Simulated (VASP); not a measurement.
Write the native input for VASP 6.6.1 that does the following.

| Item | Value |
| --- | --- |
| Task | single point |
| Functional | PBE |
| Potentials or basis | VASP PAW PBE potentials, release 64 (Si, F) |
| Cutoff | 520 eV |
| k mesh | 2 × 2 × 2 |
| Occupations | fermi-dirac, width 0.05 eV |
| Spin | collinear spin |
| Starting moments | [0.0, 0.0, 0.0, 0.0, 0.0, 0.0, 0.0, 0.0, 0.0, 0.0, 0.0, 0.0, 0.0, 0.0, 0.0, 0.0, 1.0] μB |
| Dipole correction | no |
| Further INCAR settings | ALGO = Normal; EDIFF = 1e-06; NBANDS = 54 |

The structure of Si16F (a cell with a defect) lies in POSCAR:

```
Si16F
1.0
    0.0000000000      5.4300000000      5.4300000000
    5.4300000000      0.0000000000      5.4300000000
    5.4300000000      5.4300000000      0.0000000000
Si F
16 1
Direct
    0.0949907919      0.2870534070     -0.1724861878
   -0.1305432781      0.0903038674      0.2515377532
   -0.0932412523      0.2793370166      0.4790607735
    0.2381767956     -0.0402762431      0.7580847145
    0.1665745856      0.4949171271     -0.2166298343
    0.0520718232      0.7393830571      0.2352762431
   -0.2041620626      0.4866114180      0.6888950276
    0.2665837937      0.5821454880      0.4339871087
    0.1228268877      0.1905616943      0.1351104972
    0.7955985267     -0.0321915285      0.0929650092
    0.5411694291     -0.1395303867      0.6046132597
    0.8449263352     -0.1180939227      0.4866758748
    0.5266758748      0.2242449355      0.2487016575
    0.6720718232      0.7636003683     -0.1635819521
    0.5762983425      0.5728176796      0.2429650092
    0.4493186004      0.4343830571      0.7391160221
    0.8828729282      0.5183609576      0.9784714549
```

These files were run (other wordings do the same):

INCAR

```
PREC     = Accurate       # precision mode
ENCUT    = 520            # plane-wave cutoff, eV
EDIFF    = 1E-6           # SCF threshold, eV
ISMEAR   = -1             # smearing method
SIGMA    = 0.05           # smearing width, eV
LREAL    = F              # projectors in reciprocal space
LASPH    = T              # aspherical terms in the spheres
NELM     = 200            # most SCF steps
ALGO     = Normal         # electronic algorithm
ISIF     = 2              # what is computed and relaxed
LWAVE    = F              # write WAVECAR
LCHARG   = F              # write CHGCAR
ISPIN    = 2              # spin polarisation
MAGMOM   = 0 0 0 0 0 0 0 0 0 0 0 0 0 0 0 0 1 # initial moments
LORBIT   = 11             # projections on sites
GGA      = PE             # functional
NBANDS   = 54             # bands
GGA_COMPAT= F
```

KPOINTS

```
Automatic mesh
0
Gamma
  2 2 2
```

Potentials or basis: VASP PAW PBE potentials, release 64 (Si, F).

Run with:

```sh
$ cat potpaw_PBE.64/Si/POTCAR potpaw_PBE.64/F/POTCAR > POTCAR
$ mpirun -np 1 vasp_std > vasp.out
```

It gave:

The pressure is 26.9 GPa. The largest force is 19.094 eV/Å, the net moment is 0.00 μB per cell and the valence electrons inside the program's atomic spheres are Si 1.92, 2.09, 1.53, 1.71, 2.07, 1.70, 1.60, 1.73, 1.66, 1.88, 2.04, 1.58, 1.62, 1.72 (each value once); F 6.13.

Caveat: the k points lie up to 0.50 Å⁻¹ apart.

It took 6 min on 1 thread of Oxide Virtual Turin-like Processor, on a shared host, peak memory 0.71 GiB.
